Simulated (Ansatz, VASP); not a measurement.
## AlN: VASP beside Ansatz

File INCAR:

```
PREC = Accurate ; ENCUT = 520
EDIFF = 1E-7 ; ISMEAR = 0
SIGMA = 0.05 ; LREAL = False
LASPH = True ; NELM = 60
ALGO = Normal ; ISIF = 2
LWAVE = False ; LCHARG = False
GGA = PS ; NBANDS = 16
```

Contents of KPOINTS:

```
regular mesh
0
Gamma
  9 9 6
```

Contents of POSCAR:

```
AlN
1.0
    3.2618000000      0.0000000000      0.0000000000
   -1.6309000000      2.8248016620      0.0000000000
    0.0000000000      0.0000000000      3.9744000000
Al N
2 2
Direct
    0.3333333333      0.6666666667      0.7500000000
    0.6666666667      0.3333333333      0.2500000000
    0.3333333333      0.6666666667      0.2500000000
    0.6666666667      0.3333333333      0.7500000000
```

Input for Ansatz:

```yaml
crystal:
  lattice:
    - [3.2618, 0.0, 0.0]
    - [-1.6309, 2.824801662, 0.0]
    - [0.0, 0.0, 3.9744]
  atoms:
    - { symbol: Al, position: [0.3333333333, 0.6666666667, 0.75] }
    - { symbol: Al, position: [0.6666666667, 0.3333333333, 0.25] }
    - { symbol: "N", position: [0.3333333333, 0.6666666667, 0.25] }
    - { symbol: "N", position: [0.6666666667, 0.3333333333, 0.75] }
basis:
  ecutwfc: 520.0
kpoints:
  mp_grid: { grid: [9, 9, 6] }
hamiltonian:
  xc: pbesol
  pseudopotentials: { kind: paw, azcp: { folder: soft_1 } }
scf:
  occupations: { method: gaussian, width: 0.05 }
output:
  forces: true
  stress: true
  eigenvalues: true
```

Alike in both runs: task single point; functional PBEsol; k mesh 9 × 9 × 6; occupations gaussian, width 0.05 eV; no spin polarisation.

```csv
,VASP,Ansatz
version,VASP 6.6.1,Ansatz 0.2.0
potentials or method,"VASP PAW PBE potentials, release 64 (Al, N), cutoff 520 eV","scalar-relativistic, plane waves, PAW"
valence electrons in the cell,16,16
```

|  | VASP | Ansatz | Ansatz less VASP |
| --- | --- | --- | --- |
| gap on the k mesh at the Fermi level (eV) | 3.86 | 3.85 | -0.014 |
| least direct gap on the mesh (eV) | 3.86 | 3.85 | -0.014 |
| pressure (GPa) | 15.6 | 15.5 | -0.09 |
| traceless stress, the component that is largest in VASP (GPa) | 4.30 | 4.24 | -0.059 |

VASP's potentials were made for PBE, not for PBEsol, and Ansatz warns of the same on its side. The functional is the same, so the differences come from potentials, cutoffs and numerics.
